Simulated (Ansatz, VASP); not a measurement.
Two plane-wave programs on Si2Mo

Contents of INCAR:

```
ALGO = Normal
EDIFF = 1E-6
ENCUT = 520
GGA = CA
ISIF = 2
ISMEAR = 1
LASPH = T
LCHARG = F
LREAL = F
LWAVE = F
NBANDS = 18
NELM = 60
PREC = Accurate
SIGMA = 0.15
```

Contents of KPOINTS:

```
k-points
0
Gamma
  13 13 13
```

POSCAR

```
Si2Mo
1.0
   -1.6415769088      1.6415769088      4.0326362750
    1.6415769088     -1.6415769088      4.0326362750
    1.6415769088      1.6415769088     -4.0326362750
Si Mo
2 1
Direct
    0.3330000000      0.3330000000      0.0000000000
    0.6670000000      0.6670000000      0.0000000000
    0.0000000000      0.0000000000      0.0000000000
```

Input for Ansatz:

```yaml
crystal:
  lattice:
    - [-1.641576908809629, 1.641576908809629, 4.032636275047654]
    - [1.641576908809629, -1.641576908809629, 4.032636275047654]
    - [1.641576908809629, 1.641576908809629, -4.032636275047654]
  atoms:
    - { symbol: Si, position: [0.333, 0.333, 0.0] }
    - { symbol: Si, position: [0.667, 0.667, 0.0] }
    - { symbol: Mo, position: [0.0, 0.0, 0.0] }
basis:
  ecutwfc: 500.0
kpoints:
  mp_grid:
    grid: [13, 13, 13]
hamiltonian:
  xc: lda
  pseudopotentials:
    kind: paw
scf:
  occupations:
    method: cold
    width: 0.15
output:
  stress: true
```

Alike in both runs: task single point; functional LDA; k mesh 13 × 13 × 13; no spin polarisation.

|  | VASP | Ansatz |
| --- | --- | --- |
| version | VASP 6.6.1 | Ansatz 0.2.0 |
| potentials or method | VASP PAW LDA potentials, release 64 (Si, Mo_sv), cutoff 520 eV | plane waves, PAW |
| occupations | methfessel-paxton of order 1, width 0.15 eV | cold, width 0.15 eV |
| valence electrons in the cell | 22 | 22 |

VASP gave:

```
pressure (GPa)                                                : -18.7
traceless stress, the component that is largest in VASP (GPa) : -2.34
```

Task: Estimate Ansatz's values.

Result: Pressure (GPa): -19.1; traceless stress, the component that is largest in VASP (GPa): -2.34.

LDA's correlation is that of Perdew and Zunger in VASP and of Perdew and Wang (1992) in Ansatz.
